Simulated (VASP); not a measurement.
Write the native input for VASP 6.6.1 that does the following.

```yaml
Task: single point
Functional: LDA
Potentials_or_basis: VASP PAW LDA potentials, release 64 (Si)
Cutoff: 520 eV
k_mesh: 10 × 10 × 3
Occupations: gaussian, width 0.03 eV
Spin: no spin polarisation
Dipole_correction: no
Further_INCAR_settings: ALGO = Normal; EDIFF = 1e-07; NBANDS = 26
```

The structure of Si lies in POSCAR:

```
Si
1.0
   -3.8019754850      0.0000000000      0.0000000000
   -1.9009877425     -3.2926073546      0.0000000000
    0.0000000000      0.0000000000     13.5782403681
Si
8
Direct
    0.3333333333      0.3333333333      0.6081660034
    0.3333333333      0.3333333333      0.1449896261
    0.6666666667      0.6666666667      0.8397541921
    0.6666666667      0.6666666667      0.3765778147
    0.3333333333      0.3333333333      0.7813631286
    0.3333333333      0.3333333333      0.3181867512
    0.6666666667      0.6666666667      0.0865985626
    0.6666666667      0.6666666667      0.5497749399
```

These files were run (other wordings do the same):

INCAR

```
PREC     = Accurate       # precision mode
ENCUT    = 520            # plane-wave cutoff, eV
EDIFF    = 1E-7           # SCF threshold, eV
ISMEAR   = 0              # smearing method
SIGMA    = 0.03           # smearing width, eV
LREAL    = F              # projectors in reciprocal space
LASPH    = T              # aspherical terms in the spheres
NELM     = 80             # most SCF steps
ALGO     = Normal         # electronic algorithm
ISIF     = 2              # what is computed and relaxed
LWAVE    = F              # write WAVECAR
LCHARG   = F              # write CHGCAR
GGA      = CA             # functional
NBANDS   = 26             # bands
```

KPOINTS

```
Automatic mesh
0
Gamma
  10 10 3
```

Potentials or basis: VASP PAW LDA potentials, release 64 (Si).

Launch:

```sh
$ cat potpaw_LDA.64/Si/POTCAR > POTCAR
$ mpirun -np 1 vasp_std > vasp.out
```

It gave:

| Property | Result |
| --- | --- |
| Pressure | -1.8 GPa |
| Largest force | 1.080 eV/Å |
| Band gap on the k mesh | 0.20 eV, indirect (least direct gap 0.75 eV) |

Caveat: forces of over 1 eV/Å act on the atoms, so gaps and moduli don't describe the material at rest.

Run time: 4.5 min on 1 thread of AMD EPYC 7R13, with other jobs on the host, peak memory 0.22 GiB.
